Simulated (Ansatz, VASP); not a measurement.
GaCuSe2 in VASP and in Ansatz

```
Cu Se Ga
1.0
    -2.80413    2.80413    5.54928
     2.80413   -2.80413    5.54928
     2.80413    2.80413   -5.54928
Cu Se Ga
2 4 2
Direct
  0.00000 0.00000 0.00000
  0.75000 0.25000 0.50000
  0.37500 0.37136 0.49636
  0.12136 0.62500 0.99636
  0.87500 0.87864 0.50364
  0.62864 0.12500 0.00364
  0.50000 0.50000 0.00000
  0.25000 0.75000 0.50000
```

Alike in both runs: task single point; functional PBE; k mesh 6 × 6 × 6; occupations fermi-dirac, width 0.02 eV; no spin polarisation.

```csv
,VASP,Ansatz
version,VASP 6.6.1,Ansatz 0.2.0
potentials or method,"VASP PAW PBE potentials, release 64 (Cu, Se, Ga_d)","plane waves, PAW"
plane-wave cutoff (eV),520,420
valence electrons in the cell,72,128
```

```csv
,VASP,Ansatz,Ansatz less VASP
pressure (GPa),2.7,2.5,-0.20
rms of the force components (eV/Å),0.062,0.068,+0.0052
```

VASP's potentials hold 72 valence electrons a cell and Ansatz's 128, so a difference there can come from the potentials and not from the codes.
